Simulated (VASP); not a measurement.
# AlRu (P4/mmm) in VASP: further runs, part 2 of 2

VASP 6.6.1. The steps go on from the part before.

## (4) Single point, PBEsol (strain -0.030 along x and y, +0.015 along z)

INCAR

```
  PREC = Accurate
  ENCUT = 520
  EDIFF = 1E-6
  ISMEAR = 0
  SIGMA = 0.15
  LREAL = False
  LASPH = True
  NELM = 60
  ALGO = Fast
  ISIF = 2
  LWAVE = False
  LCHARG = False
  GGA = PS
  NBANDS = 16
```

KPOINTS

```
regular mesh
0
Gamma
  20 20 20
```

POSCAR

```
AlRu
1.0
    2.8871155871      0.0000000000      0.0000000000
    0.0000000000      2.8871155871      0.0000000000
    0.0000000000      0.0000000000      3.0210539391
Al Ru
1 1
Direct
    0.0000000000      0.0000000000      0.0000000000
    0.5000000000      0.5000000000      0.5000000000
```

Potentials or basis: VASP PAW PBE potentials, release 64 (Al, Ru_pv).

Command:

```console
cat potpaw_PBE.64/Al/POTCAR potpaw_PBE.64/Ru_pv/POTCAR > POTCAR
mpirun -np 1 vasp_std > vasp.out
```

OUTCAR:

```text
PREC = Accurate
   ENCUT = 520
   EDIFF = 1E-6
   ISMEAR = 0
   LREAL = False
   LASPH = True
   NELM = 60
   ISIF = 2
   GGA = PS

 ion  position               nearest neighbor table
   1  0.000  0.000  0.000-   2 2.54   2 2.54   2 2.54   2 2.54   2 2.54   2 2.54   2 2.54   2 2.54

   2  0.500  0.500  0.500-   1 2.54   1 2.54   1 2.54   1 2.54   1 2.54   1 2.54   1 2.54   1 2.54

  LATTYP: Found a simple tetragonal cell.
 ALAT       =     2.8871155871
 C/A-ratio  =     1.0463917526

  Lattice vectors:

 A1 = (   2.8871155871,   0.0000000000,   0.0000000000)
 A2 = (   0.0000000000,   2.8871155871,   0.0000000000)
 A3 = (   0.0000000000,   0.0000000000,   3.0210539391)

Analysis of symmetry for initial positions (statically):
=====================================================================
 Subroutine PRICEL returns:
 Original cell was already a primitive cell.

 Routine SETGRP: Setting up the symmetry group for a
 simple tetragonal supercell.

 Subroutine GETGRP returns: Found 16 space group operations
 (whereof 16 operations were pure point group operations)
 out of a pool of 16 trial point group operations.
[... 164 lines left out ...]

 E-fermi :  11.4991     XC(G=0): -13.0060

 val. band max:       11.4989060739   @ k =   0.5000   0.2000   0.2000
 cond. band min:      11.5005748497   @ k =   0.1000   0.0500   0.0500
 fundamental gap:      0.0016687758
 Fermi energy:        11.4990588057

 k-point     1 :       0.0000    0.0000    0.0000
  band No.  band energies     occupation
      1     -30.2851      2.00000
      2     -30.2185      2.00000
      3     -30.2185      2.00000
      4       1.4354      2.00000
      5       7.5228      2.00000
      6       7.5581      2.00000
[... 433 lines left out ...]
      3     -30.2386      2.00000
      4       2.4393      2.00000
      5       7.8770      2.00000
      6       7.9526      2.00000
[... 8 lines left out ...]
     15      25.0940      0.00000
     16      29.0463      0.00000

 [... further k-points ...]

------------------------ aborting loop because EDIFF is reached ----------------------------------------

  FORCE on cell =-STRESS in cart. coord.  units (eV):
  Direction    XX          YY          ZZ          XY          YZ          ZX
  --------------------------------------------------------------------------------------
  -------------------------------------------------------------------------------------
  Total        2.2877449      2.2877449      0.8734361      0.0000000      0.0000000      0.0000000
  in kB      145.5564143    145.5564143     55.5718586      0.0000000      0.0000000      0.0000000
  external PRESSURE =     115.5615624 kB  Pullay stress =       0.0000000 kB

 VOLUME and BASIS-vectors are now :
 -----------------------------------------------------------------------------
  energy-cutoff  :      520.00
  volume of cell :       25.18
      direct lattice vectors                 reciprocal lattice vectors
     2.887115587  0.000000000  0.000000000     0.346366458  0.000000000  0.000000000
     0.000000000  2.887115587  0.000000000     0.000000000  0.346366458  0.000000000
     0.000000000  0.000000000  3.021053939     0.000000000  0.000000000  0.331010310

 POSITION                                       TOTAL-FORCE (eV/Angst)
 -----------------------------------------------------------------------------------
      0.00000      0.00000      0.00000         0.000000      0.000000      0.000000
      1.44356      1.44356      1.51053         0.000000      0.000000      0.000000
 -----------------------------------------------------------------------------------
    total drift:                                0.000000     -0.000000     -0.000000

  FREE ENERGIE OF THE ION-ELECTRON SYSTEM (eV)
  ---------------------------------------------------
  free  energy   TOTEN  =       -15.4655673202 eV

  energy  without entropy=      -15.4488601231  energy(sigma->0) =      -15.45721372
```

OSZICAR:

```text
N       E                     dE             d eps       ncg     rms          rms(c)
DAV:   1     0.115907492186E+03    0.11591E+03   -0.91960E+03 23736   0.998E+02
DAV:   2    -0.143767902079E+02   -0.13028E+03   -0.12433E+03 27432   0.296E+02
DAV:   3    -0.162577467765E+02   -0.18810E+01   -0.18752E+01 30408   0.371E+01
DAV:   4    -0.162704409020E+02   -0.12694E-01   -0.12680E-01 28328   0.323E+00
DAV:   5    -0.162706134055E+02   -0.17250E-03   -0.17235E-03 28272   0.365E-01    0.151E+01
RMM:   6    -0.155492935570E+02    0.72132E+00   -0.22311E+00 23863   0.117E+01    0.262E+00
RMM:   7    -0.154833085364E+02    0.65985E-01   -0.12125E-01 24662   0.289E+00    0.232E+00
RMM:   8    -0.154657979608E+02    0.17511E-01   -0.16027E-02 25958   0.907E-01    0.201E-01
RMM:   9    -0.154655681091E+02    0.22985E-03   -0.12777E-03 26839   0.307E-01    0.145E-01
RMM:  10    -0.154655667138E+02    0.13953E-05   -0.21668E-04 27897   0.136E-01    0.470E-02
RMM:  11    -0.154655685668E+02   -0.18530E-05   -0.60610E-05 27633   0.687E-02    0.245E-02
RMM:  12    -0.154655667468E+02    0.18200E-05   -0.15494E-05 28127   0.343E-02    0.182E-02
RMM:  13    -0.154655673202E+02   -0.57331E-06   -0.32348E-06 22266   0.153E-02
   1 F= -.15465567E+02 E0= -.15457214E+02  d E =-.167072E-01
```

Wall time 2.6 min (1 thread of Intel Xeon 8259CL, shared host); peak memory 0.38 GiB.

What came out:

| Item | Value |
| --- | --- |
| Free energy | -15.4656 eV |
| Pressure | 11.6 GPa |
| Band gap on the k mesh | zero (an odd number of electrons rules out a gap without spin polarisation) |

Stress tensor (GPa, compression positive):
```
14.56  0.00  0.00
 0.00 14.56  0.00
 0.00  0.00  5.56
```

Caveat: the cell differs from its parent crystal (strain -0.030 along x and y, +0.015 along z); the stress differs along the axes, from 6 to 15 GPa; the PAW data sets were made with another functional, which shifts forces and pressure a little.

## (5) The runs side by side

```tsv
cell	gap on the mesh (eV)	pressure (GPa)
a = 2.887, b = 2.887, c = 2.976 Å, 2 atoms	none	15.4
a = 2.932, b = 2.932, c = 2.887 Å, 2 atoms	none	15.3
a = 2.887, b = 2.887, c = 3.021 Å, 2 atoms	none	11.6
```

Alike in all rows: task single point; level PBEsol; potentials or basis VASP PAW PBE potentials, release 64 (Al, Ru_pv); no spin polarisation; k mesh 20 × 20 × 20; cutoff (eV) 520; smearing gaussian 0.15 eV.

Caveats: the PAW data sets were made with another functional, which shifts forces and pressure a little; the stress differs along the axes, from 11 to 18 GPa (at least some runs); the cell stands under pressure (at least some runs); the stress differs along the axes, from 6 to 15 GPa (at least some runs).

Total energies depend on the potentials used, so only differences within one code and one set of settings carry meaning.
